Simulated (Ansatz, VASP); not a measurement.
**Ni in VASP and in Ansatz**

INCAR

```
SYSTEM = Ni
  ALGO = Normal
  EDIFF = 1E-7
  ENCUT = 520
  GGA = RP
  ISIF = 2
  ISMEAR = -1
  ISPIN = 2
  LASPH = .True.
  LCHARG = .True.
  LELF = .True.
  LMAXMIX = 4
  LORBIT = 11
  LREAL = .False.
  LVHAR = .True.
  LWAVE = .False.
  MAGMOM = 0.691
  NBANDS = 15
  NELM = 150
  PREC = Accurate
  SIGMA = 0.05
```

The input KPOINTS:

```
k-points
0
Gamma
  25 25 25
  0 0 0
```

Contents of POSCAR:

```
Ni
1.0
    0.0000000000      1.8228298855      1.8228298855
    1.8228298855      0.0000000000      1.8228298855
    1.8228298855      1.8228298855      0.0000000000
Ni
1
Direct
    0.0000000000      0.0000000000      0.0000000000
```

Input for Ansatz:

```yaml
crystal:
  lattice:
    - [0.0, 1.8228298855, 1.8228298855]
    - [1.8228298855, 0.0, 1.8228298855]
    - [1.8228298855, 1.8228298855, 0.0]
  atoms:
    - { symbol: Ni, position: [0.0, 0.0, 0.0], spin: 0.691 }
hamiltonian:
  xc: rpbe
  pseudopotentials:
    kind: paw
    azcp:
      Ni: "pseudopotentials/Ni.paw.azcp"
basis:
  ecutwfc: 420
  fft_grid_basis: typed
kpoints:
  mp_grid: { grid: [25, 25, 25], shift: [0, 0, 0] }
magnetization:
  spin_polarized: true
scf:
  occupations: { method: fermi_dirac, width: 0.05 }
output:
  stress: true
```

Alike in both runs: task single point; functional RPBE; k mesh 25 × 25 × 25; occupations fermi-dirac, width 0.05 eV; collinear spin.

|  | VASP | Ansatz |
| --- | --- | --- |
| version | VASP 6.6.1 | Ansatz 0.2.0 |
| potentials or method | VASP PAW PBE potentials, release 64 (Ni), cutoff 520 eV | plane waves (420 eV) with PAW, scalar-relativistic |
| valence electrons in the cell | 10 | 18 |

Ansatz gave:

```
pressure (GPa)                                                : -11.4
net moment per atom (μB)                                      : 0.68
size of the moment on the site where the two differ most (μB) : 0.73
```

Q: Which values does VASP return?

A: Pressure (GPa): -11.1; net moment per atom (μB): 0.66; size of the moment on the site where the two differ most (μB): 0.69.

VASP's potentials were made for PBE, not for RPBE. Site moments also hang on the region over which each program counts them. With one functional, cell and mesh, what is left measures potentials, basis and numerics. VASP's potentials hold 10 valence electrons a cell and Ansatz's 18, so a difference there can come from the potentials and not from the codes.
